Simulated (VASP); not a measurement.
# BAs (F-43m) in VASP: single point with LDA

Aim: the single point of BAs with LDA.

Program: VASP 6.6.1. These are calculated values, not measurements. Logs are shortened: lines on timing, memory, paths and dates and some standing lists are left out, and cuts for length are marked.

### 1 The cell of the first run

The structure is cubic, space group F-43m (No. 216). The conventional cell has a = 4.732 Å, b = 4.732 Å, c = 4.732 Å, α = 90.00°, β = 90.00°, γ = 90.00°. Within 2.7 Å of B (site symmetry -43m) lie 4 As at 2.05 Å. Within 2.7 Å of As (site symmetry -43m) lie 4 B at 2.05 Å.

### 2 Single point, LDA

INCAR

```
PREC = Accurate ; ENCUT = 560
EDIFF = 1E-6 ; ISMEAR = -1
SIGMA = 0.01 ; LREAL = False
LASPH = True ; NELM = 120
ALGO = Normal ; ISIF = 2
LWAVE = False ; LCHARG = False
GGA = CA ; NBANDS = 16
GGA_COMPAT = False
```

KPOINTS

```
regular mesh
0
Gamma
  7 7 7
```

POSCAR

```
BAs
1.0
    0.0000000000      2.3661000701      2.3661000701
    2.3661000701      0.0000000000      2.3661000701
    2.3661000701      2.3661000701      0.0000000000
B As
1 1
Direct
    0.0000000000      0.0000000000      0.0000000000
    0.2500000000      0.2500000000      0.2500000000
```

Potentials or basis: VASP PAW LDA potentials, release 64 (B, As_d).

Command:

```
$ cat potpaw_LDA.64/B/POTCAR potpaw_LDA.64/As_d/POTCAR > POTCAR
$ mpirun -np 1 vasp_std > vasp.out
```

OUTCAR:

```text
PREC = Accurate
   ENCUT = 560
   EDIFF = 1E-6
   ISMEAR = -1
   LREAL = False
   LASPH = True
   NELM = 120
   ISIF = 2
   GGA = CA

 ion  position               nearest neighbor table
   1  0.000  0.000  0.000-   2 2.05   2 2.05   2 2.05   2 2.05
   2  0.250  0.250  0.250-   1 2.05   1 2.05   1 2.05   1 2.05

  LATTYP: Found a face centered cubic cell.
 ALAT       =     4.7322001402

  Lattice vectors:

 A1 = (   0.0000000000,   2.3661000701,   2.3661000701)
 A2 = (   2.3661000701,   0.0000000000,   2.3661000701)
 A3 = (   2.3661000701,   2.3661000701,   0.0000000000)

Analysis of symmetry for initial positions (statically):
=====================================================================
 Subroutine PRICEL returns:
 Original cell was already a primitive cell.

 Routine SETGRP: Setting up the symmetry group for a
 face centered cubic supercell.

 Subroutine GETGRP returns: Found 24 space group operations
 (whereof 24 operations were pure point group operations)
 out of a pool of 48 trial point group operations.

The static configuration has the point symmetry T_d .

Analysis of symmetry for dynamics (positions and initial velocities):
=====================================================================
 Subroutine PRICEL returns:
 Original cell was already a primitive cell.

 Routine SETGRP: Setting up the symmetry group for a
 face centered cubic supercell.

 Subroutine GETGRP returns: Found 24 space group operations
 (whereof 24 operations were pure point group operations)
 out of a pool of 48 trial point group operations.

The dynamic configuration has the point symmetry T_d .

 Subroutine INISYM returns: Found 24 space group operations
 (whereof 24 operations are pure point group operations),
 and found     1 'primitive' translations

----------------------------------------------------------------------------------------

                                     Primitive cell

  volume of cell :      26.4929

  direct lattice vectors                    reciprocal lattice vectors
     0.000000000  2.366100070  2.366100070    -0.211318197  0.211318197  0.211318197
     2.366100070  0.000000000  2.366100070     0.211318197 -0.211318197  0.211318197
     2.366100070  2.366100070  0.000000000     0.211318197  0.211318197 -0.211318197

  length of vectors
     3.346170809  3.346170809  3.346170809     0.366013853  0.366013853  0.366013853

  position of ions in fractional coordinates (direct lattice)
     0.000000000  0.000000000  0.000000000
     0.250000000  0.250000000  0.250000000

  ion indices of the primitive-cell ions
   primitive index   ion index
                 1           1
                 2           2

----------------------------------------------------------------------------------------

 KPOINTS: regular mesh

Automatic generation of k-mesh.
 Grid dimensions read from file:
 generate k-points for:    7    7    7

 Generating k-lattice:

  Cartesian coordinates                     Fractional coordinates (reciprocal lattice)
    -0.030188314  0.030188314  0.030188314     0.142857143  0.000000000  0.000000000
     0.030188314 -0.030188314  0.030188314     0.000000000  0.142857143  0.000000000
     0.030188314  0.030188314 -0.030188314     0.000000000  0.000000000  0.142857143

  Length of vectors
     0.052287693  0.052287693  0.052287693

  Shift w.r.t. Gamma in fractional coordinates (k-lattice)
     0.000000000  0.000000000  0.000000000

 Subroutine IBZKPT returns following result:
 ===========================================

 Found     20 irreducible k-points:

 Following reciprocal coordinates:
            Coordinates               Weight
  0.000000  0.000000  0.000000      1.000000
  0.142857  0.000000  0.000000      8.000000
  0.285714  0.000000  0.000000      8.000000
  0.428571  0.000000  0.000000      8.000000
  0.142857  0.142857  0.000000      6.000000
  0.285714  0.142857  0.000000     24.000000
[... 12 lines left out ...]
 -0.428571  0.428571  0.142857     24.000000
 -0.285714  0.428571  0.142857     24.000000
   k-points           NKPTS =     20   k-points in BZ     NKDIM =     20   number of bands    NBANDS=     16
   number of dos      NEDOS =    301   number of ions     NIONS =      2
   total plane-waves  NPLWV =  21952
   dimension x,y,z NGX =    28 NGY =   28 NGZ =   28
   dimension x,y,z NGXF=    56 NGYF=   56 NGZF=   56
   ions per type =               1   1
   NGX,Y,Z   is equivalent  to a cutoff of  13.91, 13.91, 13.91 a.u.
   NGXF,Y,Z  is equivalent  to a cutoff of  27.82, 27.82, 27.82 a.u.
 SYSTEM =  unknown system
   PREC   = accura    normal or accurate (medium, high low for compatibility)
   ISTART =      0    job   : 0-new  1-cont  2-samecut
   ICHARG =      2    charge: 1-file 2-atom 10-const
   ISPIN  =      1    spin polarized calculation?
   LNONCOLLINEAR =      F non collinear calculations
   LSORBIT =      F    spin-orbit coupling
   LASPH  =      T    aspherical Exc in radial PAW
   ENCUT  =  560.0 eV  41.16 Ry    6.42 a.u.   6.46  6.46  6.46*2*pi/ulx,y,z
   NELM   =    120;   NELMIN=  2; NELMDL= -5     # of ELM steps
   EDIFF  = 0.1E-05   stopping-criterion for ELM
   LREAL  =      F    real-space projection
   EDIFFG = 0.1E-04   stopping-criterion for IOM
   NSW    =      0    number of steps for IOM
   IBRION =     -1    ionic relax: 0-MD 1-quasi-New 2-CG
   NFREE  =      0    steps in history (QN), initial steepest desc. (CG)
   ISIF   =      2    stress and relaxation
   ISYM   =      2    0-nonsym 1-usesym 2-fastsym
   POTIM  = 0.5000    time-step for ionic-motion
   TEBEG  =    0.0;   TEEND  =   0.0 temperature during run
   PSTRESS=    0.0 pullay stress
   NELECT =      18.0000    total number of electrons
   NUPDOWN=      -1.0000    fix difference up-down
   EMIN   =  10.00;   EMAX   =-10.00  energy-range for DOS
   EFERMI =   0.00;   METHOD = LEGACY
   ISMEAR =    -1;   SIGMA  =   0.01  broadening in eV -4-tet -1-fermi 0-gaus
   EFERMI_NEDOS =   21; number of points for ismear=-14 and -15
   IALGO  =     38    algorithm
   IMIX   =      4    mixing-type and parameters
     AMIX     =   0.40;   BMIX     =  1.00
     AMIX_MAG =   1.60;   BMIX_MAG =  1.00
  volume/ion in A,a.u.               =      13.25        89.39
  Fermi-wavevector in a.u.,A,eV,Ry     =   1.439205  2.719702 28.181884  2.071310
  Thomas-Fermi vector in A             =   2.558086
   LORBIT       =      0    0 simple, 1 ext, 2 COOP (PROOUT), +10 PAW based schemes
   GGA     = CA    functional components
   LHFCALC =     F    Hartree Fock is set to
   AEXX    =    0.0000 exact exchange contribution
   IVDW    =     0    specifies the selected vdW correction
   LEPSILON=     F    determine dielectric tensor
   LRPA    =     F    only Hartree local field effects (RPA)
 non-spin polarized calculation
  energy-cutoff  :      560.00
  volume of cell :       26.49
 maximum number of plane-waves:       821
 NGX is ok and might be reduce to    28
   NGX = 13   NGY = 13   NGZ = 13

 number of electron      18.0000004 magnetization

 Free energy of the ion-electron system (eV)
  ---------------------------------------------------
  ext. energy  EPLUGINS =         0.00000000
  ---------------------------------------------------
  free energy    TOTEN  =       -12.93583463 eV

  energy without entropy =      -12.93583463  energy(sigma->0) =      -12.93583463

 E-fermi :   5.4476     XC(G=0): -11.5726

 val. band max:        5.0938545120   @ k =   0.0000   0.0000   0.0000
 cond. band min:       6.2118296647   @ k =   0.4286   0.4286   0.0000
 fundamental gap:      1.1179751527
 Fermi energy:         5.4476009256

 k-point     1 :       0.0000    0.0000    0.0000
  band No.  band energies     occupation
      1     -30.8244      2.00000
      2     -30.8244      2.00000
      3     -30.8244      2.00000
      4     -30.7974      2.00000
      5     -30.7974      2.00000
      6     -10.5430      2.00000
[... 8 lines left out ...]
     15      18.4751      0.00000
     16      18.4751      0.00000

 k-point     2 :       0.1429    0.0000    0.0000
  band No.  band energies     occupation
      1     -30.8237      2.00000
      2     -30.8228      2.00000
      3     -30.8228      2.00000
      4     -30.7973      2.00000
      5     -30.7973      2.00000
      6     -10.2016      2.00000
[... 8 lines left out ...]
     15      16.7576      0.00000
     16      16.7576      0.00000

 k-point     3 :       0.2857    0.0000    0.0000
  band No.  band energies     occupation
      1     -30.8221      2.00000
      2     -30.8196      2.00000
      3     -30.8196      2.00000
      4     -30.7964      2.00000
      5     -30.7964      2.00000
      6      -9.2189      2.00000
[... 8 lines left out ...]
     15      16.7613      0.00000
     16      16.7613      0.00000

 k-point     4 :       0.4286    0.0000    0.0000
  band No.  band energies     occupation
      1     -30.8209      2.00000
      2     -30.8178      2.00000
      3     -30.8178      2.00000
      4     -30.7950      2.00000
      5     -30.7950      2.00000
      6      -7.8994      2.00000
[... 8 lines left out ...]
     15      19.0271      0.00000
     16      19.0271      0.00000
[... 248 lines left out ...]
 k-point    18 :      -0.4286    0.2857    0.1429
  band No.  band energies     occupation
      1     -30.8211      2.00000
      2     -30.8166      2.00000
      3     -30.8112      2.00000
      4     -30.7986      2.00000
      5     -30.7943      2.00000
      6      -7.1299      2.00000
[... 8 lines left out ...]
     15      19.1665      0.00000
     16      21.1443      0.00000

 k-point    19 :      -0.4286    0.4286    0.1429
  band No.  band energies     occupation
      1     -30.8256      2.00000
      2     -30.8117      2.00000
      3     -30.8076      2.00000
      4     -30.8019      2.00000
      5     -30.7925      2.00000
      6      -6.6187      2.00000
[... 8 lines left out ...]
     15      20.6459      0.00000
     16      21.8995      0.00000

 k-point    20 :      -0.2857    0.4286    0.1429
  band No.  band energies     occupation
      1     -30.8215      2.00000
      2     -30.8152      2.00000
      3     -30.8077      2.00000
      4     -30.8003      2.00000
      5     -30.7940      2.00000
      6      -6.2744      2.00000
[... 8 lines left out ...]
     15      19.6971      0.00000
     16      21.7827      0.00000

------------------------ aborting loop because EDIFF is reached ----------------------------------------

  FORCE on cell =-STRESS in cart. coord.  units (eV):
  Direction    XX          YY          ZZ          XY          YZ          ZX
  --------------------------------------------------------------------------------------
  -------------------------------------------------------------------------------------
  Total        0.1721066      0.1721066      0.1721066     -0.0000000      0.0000000      0.0000000
  in kB       10.4082768     10.4082768     10.4082768     -0.0000000      0.0000000      0.0000000
  external PRESSURE =      10.4082768 kB  Pullay stress =       0.0000000 kB

 VOLUME and BASIS-vectors are now :
 -----------------------------------------------------------------------------
  energy-cutoff  :      560.00
  volume of cell :       26.49
      direct lattice vectors                 reciprocal lattice vectors
     0.000000000  2.366100070  2.366100070    -0.211318197  0.211318197  0.211318197
     2.366100070  0.000000000  2.366100070     0.211318197 -0.211318197  0.211318197
     2.366100070  2.366100070  0.000000000     0.211318197  0.211318197 -0.211318197

 POSITION                                       TOTAL-FORCE (eV/Angst)
 -----------------------------------------------------------------------------------
      0.00000      0.00000      0.00000         0.000000      0.000000     -0.000000
      1.18305      1.18305      1.18305        -0.000000     -0.000000      0.000000
 -----------------------------------------------------------------------------------
    total drift:                                0.000001      0.000001      0.000001

  FREE ENERGIE OF THE ION-ELECTRON SYSTEM (eV)
  ---------------------------------------------------
  free  energy   TOTEN  =       -12.9358346314 eV

  energy  without entropy=      -12.9358346314  energy(sigma->0) =      -12.93583463
```

Wall time 7.7 s (1 thread of AMD EPYC 7R13 (Zen 3), shared host); peak memory 0.11 GiB.

Results:

| Item | Value |
| --- | --- |
| Free energy | -12.9358 eV |
| Pressure | 1.0 GPa |
| Band gap on the k mesh | 1.12 eV (least direct gap 3.28 eV) |

Caveat: an odd mesh through Γ misses points on the zone boundary, where band edges can lie.
